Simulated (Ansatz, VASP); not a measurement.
PbO2 in VASP and in Ansatz

The input INCAR:

```
SYSTEM = PbO2
  PREC = Accurate
  ENCUT = 520
  EDIFF = 1E-6
  ISMEAR = 0
  SIGMA = 0.011
  LREAL = .FALSE.
  LASPH = .TRUE.
  NELM = 80
  ALGO = Normal
  ISIF = 2
  LWAVE = .FALSE.
  LCHARG = .FALSE.
  GGA = PE
  NBANDS = 20
```

The input KPOINTS:

```
regular mesh
0
G
  9 9 9
  0 0 0
```

File POSCAR:

```
PbO2
1.0
    0.0000000000      2.7019920000      2.7019920000
    2.7019920000      0.0000000000      2.7019920000
    2.7019920000      2.7019920000      0.0000000000
Pb O
1 2
Direct
    0.0000000000      0.0000000000      0.0000000000
    0.7500000000      0.7500000000      0.7500000000
    0.2500000000      0.2500000000      0.2500000000
```

Contents of input.yaml:

```yaml
crystal:
  lattice:
    - [0.0, 2.701992, 2.701992]
    - [2.701992, 0.0, 2.701992]
    - [2.701992, 2.701992, 0.0]
  atoms:
    - { symbol: Pb, position: [0.0, 0.0, 0.0] }
    - { symbol: O, position: [0.75, 0.75, 0.75] }
    - { symbol: O, position: [0.25, 0.25, 0.25] }
hamiltonian:
  xc: pbe
  pseudopotentials: { kind: paw }
kpoints:
  mp_grid: { grid: [9, 9, 9] }
scf:
  occupations: { method: gaussian, width: 0.011 }
output:
  forces: true
  stress: true
  eigenvalues: true
  write_density: true
  write_potential: true
  elf: true
  volumetric_format: npy
```

Alike in both runs: task single point; functional PBE; k mesh 9 × 9 × 9; occupations gaussian, width 0.011 eV; no spin polarisation.

|  | VASP | Ansatz |
| --- | --- | --- |
| version | VASP 6.6.1 | Ansatz 0.2.0 |
| potentials or method | VASP PAW PBE potentials, release 64 (Pb_d, O) | Ansatz PAW |
| plane-wave cutoff (eV) | 520 | 420 |
| valence electrons in the cell | 26 | 26 |

|  | VASP | Ansatz | Ansatz less VASP |
| --- | --- | --- | --- |
| gap on the k mesh at the Fermi level (eV) | none | none | - |
| pressure (GPa) | 0.6 | 0.4 | -0.19 |

A gap of «none» marks a metal or a gap that the smearing closes.

Neither program's run includes spin-orbit coupling.
